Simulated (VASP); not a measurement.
Input of a VASP 6.6.1 run:

INCAR

```
SYSTEM = TaN
PREC = Accurate ; ENCUT = 520
EDIFF = 1E-7 ; ISMEAR = 0
SIGMA = 0.15 ; LREAL = .False.
LASPH = .True. ; NELM = 100
ALGO = Normal ; ISIF = 2
LWAVE = .False. ; LCHARG = .True.
LELF = .True. ; LVHAR = .True.
NBANDS = 15
```

Contents of KPOINTS:

```
Automatic mesh
0
Gamma
  18 18 18
  0 0 0
```

POSCAR

```
TaN
1.0
    0.0000000000      2.1742693740      2.1742693740
    2.1742693740      0.0000000000      2.1742693740
    2.1742693740      2.1742693740      0.0000000000
Ta N
1 1
Direct
    0.5000000000      0.5034890272      0.5000000000
    0.0000000000     -0.0450726121      0.0000000000
```

Potentials or basis: VASP PAW LDA potentials, release 64 (Ta_pv, N).

Launch:

```console
$ cat potpaw_LDA.64/Ta_pv/POTCAR potpaw_LDA.64/N/POTCAR > POTCAR
$ mpirun -np 1 vasp_std > vasp.out
```

Q: Estimate the pressure.

A: 6.1 GPa.

Q: Predict the largest force.

A: 1.488 eV/Å.

Q: Predict the band gap on the k mesh.

A: Zero (bands 8 and 9 overlap by 3.83 eV).

Stress tensor (GPa, compression positive):
```
 8.27  0.00 -1.61
 0.00  1.90  0.00
-1.61  0.00  8.27
```

Caveat: the cell differs from its parent crystal (atoms displaced along several vibrational modes); the stress differs along the axes, from 2 to 8 GPa; spin-orbit coupling is left out, which moves the levels of the heavy elements; forces of over 1 eV/Å act on the atoms, so gaps and moduli don't describe the material at rest.
